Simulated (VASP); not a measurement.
SnTe2 (fluorite type): single point with PBE

The system is SnTe2 (fluorite type).

```
Sn Te
1.0
     0.00000    3.64692    3.64692
     3.64692    0.00000    3.64692
     3.64692    3.64692    0.00000
Sn Te
1 2
Direct
  0.00000 0.00000 0.00000
  0.25000 0.25000 0.25000
  0.75000 0.75000 0.75000
```

- Program: VASP 6.6.1
- Task: single point
- Functional: PBE
- Potentials or basis: VASP PAW PBE potentials, release 64 (Sn_d, Te)
- Cutoff: 500 eV
- k mesh: 10 × 10 × 10
- Occupations: fermi-dirac, width 0.05 eV
- Spin: no spin polarisation

```json
{
  "Pressure": "2.6 GPa",
  "Band gap on the k mesh": "zero (bands 13 and 14 overlap by 2.21 eV)"
}
```

Levels at points of the mesh, in eV from the Fermi level:
```
           k point  band 11  band 12  band 13  band 14  band 15  band 16
(0.00, 0.00, 0.00)    -2.79    -1.50    -1.50    -1.50     1.58     1.58
(0.50, 0.00, 0.00)    -2.57    -1.99    -1.99     0.83     3.29     3.29
(0.50, 0.50, 0.00)    -1.73     0.52     0.52     1.19     2.28     4.27
```

Wall time 86 s on 1 thread of Intel Xeon 8259CL (shared host), peak memory 0.28 GiB.

Caveat: spin-orbit coupling is left out, which moves the levels of the heavy elements.
